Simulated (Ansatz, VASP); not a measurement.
# TiB2 in VASP and in Ansatz

Contents of INCAR:

```
PREC = Accurate ; ENCUT = 520
EDIFF = 1E-8 ; ISMEAR = -1
SIGMA = 0.08 ; LREAL = False
LASPH = True ; NELM = 100
ALGO = Normal ; ISIF = 2
LWAVE = False ; LCHARG = False
GGA = PE ; LEFG = True
NBANDS = 16
```

File KPOINTS:

```
regular mesh
0
Gamma
  15 15 13
```

File POSCAR:

```
TiB2
1.0
    3.0190670283      0.0000000000      0.0000000000
   -1.5095335141      2.6145887422      0.0000000000
    0.0000000000      0.0000000000      3.2176025949
Ti B
1 2
Direct
    0.0000000000      0.0000000000      0.0000000000
    0.3333333333      0.6666666667      0.5000000000
    0.6666666667      0.3333333333      0.5000000000
```

Input for Ansatz:

```yaml
crystal:
  lattice:
    - [3.0190670283, 0.0, 0.0]
    - [-1.5095335141, 2.6145887422, 0.0]
    - [0.0, 0.0, 3.2176025949]
  atoms:
    - { symbol: Ti, position: [0.0, 0.0, 0.0] }
    - { symbol: B, position: [0.3333333333, 0.6666666667, 0.5] }
    - { symbol: B, position: [0.6666666667, 0.3333333333, 0.5] }
kpoints:
  mp_grid: { grid: [15, 15, 13] }
scf:
  occupations: { method: fermi_dirac, width: 0.08 }
hamiltonian:
  xc: pbe
  pseudopotentials: { kind: all_electron, datasets: crystal }
output:
  forces: true
  stress: true
  eigenvalues: true
  efg: { contact_densities: true }
```

Change from the starting cell: volume scaled by 0.99, crystal datasets.

Alike in both runs: task electric field gradients; functional PBE; k mesh 15 × 15 × 13; occupations fermi-dirac, width 0.08 eV; no spin polarisation.

|  | VASP | Ansatz |
| --- | --- | --- |
| version | VASP 6.6.1 | Ansatz 0.2.0 |
| potentials or method | VASP PAW PBE potentials, release 64 (Ti_sv, B), cutoff 520 eV | all-electron PAW with datasets made for the crystal, scalar-relativistic |

|  | VASP | Ansatz | Ansatz less VASP |
| --- | --- | --- | --- |
| pressure (GPa) | 3.0 | 2.9 | -0.17 |
| traceless stress, the component that is largest in VASP (GPa) | -1.06 | -1.04 | +0.021 |
| size of Vzz on the site where it differs most (V/Å²) | 18.1 | 21.0 | +2.91 |

Ansatz ran all-electron here, and VASP with PAW potentials.
